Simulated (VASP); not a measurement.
Runs of VASP 6.6.1 on Sn. The structure is that of space group Im-3m (No. 229), or close to it. The cells are those of the table. 

```tsv
task	cell	k mesh	cutoff (eV)	gap on the mesh (eV)	pressure (GPa)
single point	a = 3.229 Å, angles 109.5°, 1 atom	13 × 13 × 13	520	none	(b)
single point	a = 3.320 Å, angles 109.5°, 1 atom	12 × 12 × 12	520	none	(c)
single point	a = 3.182 Å, angles 109.5°, 1 atom	13 × 13 × 13	520	none	7.9
single point	a = 3.448 Å, angles 109.5°, 1 atom	13 × 13 × 13	520	none	-3.7
single point	a = 3.407 Å, angles 109.5°, 1 atom	13 × 13 × 13	520	none	-2.7
single point	a = 3.320 Å, angles 109.5°, 1 atom	13 × 13 × 13	520	none	0.2
relaxation of cell and atoms	relaxed from a = 3.315 Å, angles 109.5°, 1 atom	12 × 12 × 12	600	none	0.1
single point	a = 3.276 Å, angles 109.5°, 1 atom	13 × 13 × 13	520	none	2.2
single point	a = 3.364 Å, angles 109.5°, 1 atom	13 × 13 × 13	520	none	(a)
single point	a = 3.320 Å, angles 109.5°, 1 atom	19 × 19 × 19	520	none	0.1
```

Alike in all rows: level revPBE; potentials or basis VASP PAW PBE potentials, release 64 (Sn_d); no spin polarisation; smearing fermi-dirac 0.1 eV.

Task: Estimate the missing entries.

Result: (a) -1.4; (b) 4.8; (c) 0.0.

Caveats: the PAW data sets were made with another functional, which shifts forces and pressure a little; spin-orbit coupling is left out, which moves the levels of the heavy elements.

A k mesh can miss the band edges, and the runs leave out spin-orbit coupling on Sn.

A gap of «none» marks levels without a gap at the run's occupations.
